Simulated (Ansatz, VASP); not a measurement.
One calculation of Mg, two programs

INCAR

```
SYSTEM = Mg
  PREC = Accurate
  ENCUT = 520
  EDIFF = 1E-6
  ISMEAR = 0
  SIGMA = 0.15
  LREAL = .False.
  LASPH = .True.
  NELM = 60
  ALGO = Fast
  ISIF = 2
  LWAVE = .False.
  LCHARG = .False.
  GGA = PE
  NBANDS = 7
```

Contents of KPOINTS:

```
Automatic mesh
0
Gamma
  20 20 20
  0 0 0
```

File POSCAR:

```
Mg
1.0
   -1.7783335771      1.7783335771      1.8647605889
    1.7783335771     -1.7783335771      1.8647605889
    1.7783335771      1.7783335771     -1.8647605889
Mg
1
Direct
    0.0000000000      0.0000000000      0.0000000000
```

Input for Ansatz:

```yaml
crystal:
  lattice:
    - [-1.7783335771, 1.7783335771, 1.8647605889]
    - [1.7783335771, -1.7783335771, 1.8647605889]
    - [1.7783335771, 1.7783335771, -1.8647605889]
  atoms:
    - { symbol: Mg, position: [0.0, 0.0, 0.0] }
basis:
  ecutwfc: 520.0
kpoints:
  mp_grid: { grid: [20, 20, 20] }
hamiltonian:
  xc: pbe
  pseudopotentials: { kind: paw }
scf:
  occupations: { method: gaussian, width: 0.15 }
output:
  forces: true
  stress: true
  eigenvalues: true
```

Alike in both runs: task single point; functional PBE; k mesh 20 × 20 × 20; occupations gaussian, width 0.15 eV; no spin polarisation.

|  | VASP | Ansatz |
| --- | --- | --- |
| version | VASP 6.6.1 | Ansatz 0.2.0 |
| potentials or method | VASP PAW PBE potentials, release 64 (Mg), cutoff 520 eV | scalar-relativistic, plane waves, PAW |
| valence electrons in the cell | 2 | 10 |

VASP gave:

| Item | Value |
| --- | --- |
| gap on the k mesh at the Fermi level (eV) | none |
| pressure (GPa) | -1.0 |

Problem. What did Ansatz give for the same quantities?

Solution. gap on the k mesh at the Fermi level (eV): none; pressure (GPa): -0.9.

A gap of «none» marks a metal or a gap that the smearing closes. VASP's potentials hold 2 valence electrons a cell and Ansatz's 10, so a difference there can come from the potentials and not from the codes.
